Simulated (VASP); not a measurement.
Write the native input for VASP 6.6.1 that does the following.

```
Task                   : single point
Functional             : PBE
Potentials or basis    : VASP PAW PBE potentials, release 64 (Ti_sv, Ge_d, Mo_sv)
Cutoff                 : 520 eV
k mesh                 : 12 × 12 × 6
Occupations            : gaussian, width 0.1 eV
Spin                   : no spin polarisation
Dipole correction      : no
Further INCAR settings : ALGO = Normal; EDIFF = 1e-06; NBANDS = 50
```

The structure of TiGe4Mo lies in POSCAR:

```
TiGe4Mo
1.0
    3.4039358358      0.0000000000      0.0000000000
    0.0000000000      3.4039358358      0.0000000000
    0.0000000000      0.0000000000      8.6651805592
Ti Ge Mo
1 4 1
Direct
    0.5000000000      0.5000000000      0.5000000000
    0.0000000000      0.0000000000      0.6665751579
    0.5000000000      0.5000000000      0.1577462920
    0.0000000000      0.0000000000      0.3334248421
    0.5000000000      0.5000000000      0.8422537080
    0.0000000000      0.0000000000      0.0000000000
```

This cell differs from its parent crystal: volume scaled by 1.06, then relaxed in part.

The input as run:

INCAR

```
ALGO = Normal
EDIFF = 1E-6
ENCUT = 520
GGA = PE
ISIF = 2
ISMEAR = 0
LASPH = True
LCHARG = False
LREAL = False
LWAVE = False
NBANDS = 50
NELM = 100
PREC = Accurate
SIGMA = 0.1
```

KPOINTS

```
k-points
0
Gamma
  12 12 6
```

Potentials or basis: VASP PAW PBE potentials, release 64 (Ti_sv, Ge_d, Mo_sv).

Command:

```sh
$ cat potpaw_PBE.64/Ti_sv/POTCAR potpaw_PBE.64/Ge_d/POTCAR potpaw_PBE.64/Mo_sv/POTCAR > POTCAR
$ mpirun -np 1 vasp_std > vasp.out
```

Results of the run:

The pressure is -6.7 GPa. The largest force is 0.009 eV/Å. The band gap on the k mesh is zero (band 41 reaches 8.96 eV, above the bottom of band 42 at 7.26 eV).

Run time: 13 min on 1 thread of Oxide Virtual Turin-like Processor, on a shared host, peak memory 0.53 GiB.
